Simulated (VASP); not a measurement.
Here is a VASP 6.6.1 calculation.

The input POSCAR:

```
CdS
1.0
    0.0000000000      2.7267765431      2.7267765431
    2.8181235573      0.0000000000      2.7267765431
    2.8181235573      2.7267765431      0.0000000000
Cd S
1 1
Direct
    0.0000000000      0.0000000000      0.0000000000
    0.5000000000      0.5000000000      0.5000000000
```

File INCAR.step1:

```
SYSTEM = CdS
PREC = Accurate
ENCUT = 700
ISMEAR = -1
SIGMA = 0.02
LREAL = .FALSE.
LASPH = .TRUE.
NELM = 120
NBANDS = 20
GGA = PE
ALGO = Normal
EDIFF = 1E-5
LWAVE = .TRUE.
LCHARG = .FALSE.
GGA_COMPAT = .FALSE.
```

Contents of INCAR.step2:

```
SYSTEM = CdS
PREC = Accurate
ENCUT = 700
EDIFF = 1E-6
ISMEAR = -1
SIGMA = 0.02
LREAL = .FALSE.
LASPH = .TRUE.
NELM = 120
ALGO = Normal
ISIF = 2
LWAVE = .FALSE.
LCHARG = .FALSE.
METAGGA = R2SCAN
LMIXTAU = .TRUE.
NBANDS = 20
ISTART = 1
GGA_COMPAT = .FALSE.
```

KPOINTS

```
regular mesh
0
G
  8 8 8
  0 0 0
```

Potentials or basis: VASP PAW PBE potentials, release 64 (Cd_sv_GW, S).

Launch:

```sh
$ cat potpaw_PBE.64/Cd_sv_GW/POTCAR potpaw_PBE.64/S/POTCAR > POTCAR
$ cp INCAR.step1 INCAR
$ mpirun -np 1 vasp_std > vasp.out
$ cp INCAR.step2 INCAR
$ mpirun -np 1 vasp_std > vasp.out
```

Problem. Predict the pressure.

Solution. -2.4 GPa.

Problem. Estimate the band gap on the k mesh.

Solution. 0.62 eV (least direct gap 2.05 eV).

Stress tensor (GPa, compression positive):
```
-3.79  0.00  0.00
 0.00 -1.77  0.00
 0.00  0.00 -1.77
```

Caveat: the cell differs from its parent crystal (uniaxial x strain +3.4%); the structure was generated, so it needn't be the stable form of CdS; semilocal functionals underestimate gaps, and a narrow one can read as zero; the PAW data sets were made with another functional, which shifts forces and pressure a little. A k mesh can miss the band edges.
